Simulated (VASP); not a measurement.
Input of a VASP 6.6.1 run:

POSCAR

```
AlAu
1.0
    3.2663671547      0.0000000000      0.0000000000
    0.0000000000      3.2663671547      0.0000000000
    0.0000000000      0.0000000000      3.2663671547
Al Au
1 1
Direct
    0.0000000000      0.0000000000      0.0000000000
    0.5000000000      0.5000000000      0.5000000000
```

The input INCAR.step1:

```
PREC     = Accurate       # precision mode
ENCUT    = 520            # plane-wave cutoff, eV
ISMEAR   = -1             # smearing method
SIGMA    = 0.1            # smearing width, eV
LREAL    = False          # projectors in reciprocal space
LASPH    = True           # aspherical terms in the spheres
NELM     = 60             # most SCF steps
NBANDS   = 14             # bands
GGA      = PE             # functional
ALGO     = Normal         # electronic algorithm
EDIFF    = 1E-4           # SCF threshold, eV
LWAVE    = True           # write WAVECAR
LCHARG   = False          # write CHGCAR
```

Contents of INCAR.step2:

```
PREC     = Accurate       # precision mode
ENCUT    = 520            # plane-wave cutoff, eV
EDIFF    = 1E-6           # SCF threshold, eV
ISMEAR   = -1             # smearing method
SIGMA    = 0.1            # smearing width, eV
LREAL    = False          # projectors in reciprocal space
LASPH    = True           # aspherical terms in the spheres
NELM     = 60             # most SCF steps
ALGO     = Normal         # electronic algorithm
ISIF     = 2              # what is computed and relaxed
LWAVE    = False          # write WAVECAR
LCHARG   = False          # write CHGCAR
METAGGA  = R2SCAN         # meta-GGA
LMIXTAU  = True         
NBANDS   = 14             # bands
ISTART   = 1
```

File KPOINTS:

```
regular mesh
0
Gamma
  9 9 9
```

Potentials or basis: VASP PAW PBE potentials, release 64 (Al, Au).

Command:

```sh
$ cat potpaw_PBE.64/Al/POTCAR potpaw_PBE.64/Au/POTCAR > POTCAR
$ cp INCAR.step1 INCAR
$ mpirun -np 1 vasp_std > vasp.out
$ cp INCAR.step2 INCAR
$ mpirun -np 1 vasp_std > vasp.out
```

(1) Estimate the band gap on the k mesh.

(2) What does it give for the pressure?

Answers

(1) zero (band 7 reaches 11.96 eV, above the bottom of band 8 at 8.10 eV).

(2) -8.8 GPa.

Caveat: the PAW data sets were made with another functional, which shifts forces and pressure a little; spin-orbit coupling is left out, which moves the levels of the heavy elements.
